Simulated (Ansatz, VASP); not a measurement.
## One calculation of Os, two programs

```
CELL_PARAMETERS angstrom
-1.54583 1.54583 1.54583
1.54583 -1.54583 1.54583
1.54583 1.54583 -1.54583
ATOMIC_POSITIONS crystal
Os 0.00000 0.00000 0.00000
```

Alike in both runs: functional PBE; k mesh 10 × 10 × 10; occupations gaussian, width 0.1 eV; no spin polarisation.

Ansatz relaxed the structure, and its values are those at the end. VASP's run is a single point on that final structure, the one shown.

|  | VASP | Ansatz |
| --- | --- | --- |
| version | VASP 6.6.1 | Ansatz 0.2.0 |
| potentials or method | VASP PAW PBE potentials, release 64 (Os), cutoff 600 eV | scalar-relativistic, plane waves, PAW |
| valence electrons in the cell | 8 | 16 |

```tsv
	VASP	Ansatz	Ansatz less VASP
gap on the k mesh at the Fermi level (eV)	none	none	-
pressure (GPa)	0.1	-0.1	-0.18
```

A gap of «none» marks a metal or a gap that the smearing closes. With one functional, cell and mesh, what is left measures potentials, basis and numerics. VASP's potentials hold 8 valence electrons a cell and Ansatz's 16, so a difference there can come from the potentials and not from the codes.

Spin-orbit coupling is off throughout.
